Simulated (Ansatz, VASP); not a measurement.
## One calculation of Al2O3, two programs

```
Al O
1.0
     2.40444    1.38820    4.37467
    -2.40444    1.38820    4.37467
     0.00000   -2.77641    4.37467
Al O
4 6
Direct
  0.35215 0.35215 0.35215
  0.14785 0.14785 0.14785
  0.64785 0.64785 0.64785
  0.85215 0.85215 0.85215
  0.55617 0.94383 0.25000
  0.25000 0.55617 0.94383
  0.94383 0.25000 0.55617
  0.44383 0.05617 0.75000
  0.75000 0.44383 0.05617
  0.05617 0.75000 0.44383
```

Alike in both runs: task single point; functional PBE; k mesh 6 × 6 × 6; occupations gaussian, width 0.02 eV; no spin polarisation.

|  | VASP | Ansatz |
| --- | --- | --- |
| version | VASP 6.6.1 | Ansatz 0.2.0 |
| potentials or method | VASP PAW PBE potentials, release 64 (Al, O), cutoff 520 eV | scalar-relativistic, plane waves, PAW |
| valence electrons in the cell | 48 | 48 |

```tsv
	VASP	Ansatz	Ansatz less VASP
gap on the k mesh at the Fermi level (eV)	5.85	5.85	+0.004
least direct gap on the mesh (eV)	5.85	5.85	+0.004
pressure (GPa)	-0.2	0.0	+0.16
```

With one functional, cell and mesh, what is left measures potentials, basis and numerics.
